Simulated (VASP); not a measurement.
HgTe, 2 atoms in the cell. The structure is orthorhombic, space group Imm2 (No. 44). Conventional cell: a = 4.702 Å, b = 4.702 Å, c = 6.650 Å, α = 90.00°, β = 90.00°, γ = 90.00°. Within 3.7 Å of Hg (site symmetry mm2) lie 4 Te at 2.77 to 3.00 Å. Within 3.7 Å of Te (site symmetry mm2) lie 4 Hg at 2.77 to 3.00 Å.  This cell differs from its parent crystal: mode 4 (96.6 1/cm) frozen in, largest displacement -0.120 Å.

* Program: VASP 6.6.1
* Task: single point
* Functional: PBE
* Potentials or basis: VASP PAW PBE potentials, release 64 (Hg, Te)
* Cutoff: 520 eV
* k mesh: 16 × 16 × 16
* Occupations: gaussian, width 0.15 eV
* Spin: no spin polarisation
* Dipole correction: no
* Further INCAR settings: ALGO = Normal; EDIFF = 1e-06; NBANDS = 16

Potentials or basis: VASP PAW PBE potentials, release 64 (Hg, Te).

Launch:

```console
$ cat potpaw_PBE.64/Hg/POTCAR potpaw_PBE.64/Te/POTCAR > POTCAR
$ mpirun -np 1 vasp_std > vasp.out
```

Hardware: 1 thread of Intel Xeon 6975P-C (shared host).

Q: How long does it take, and how much memory?

A: It took 7.7 min on 1 thread of Intel Xeon 6975P-C (shared host), peak memory 0.82 GiB. Counts: scf iterations 12, k points 621.
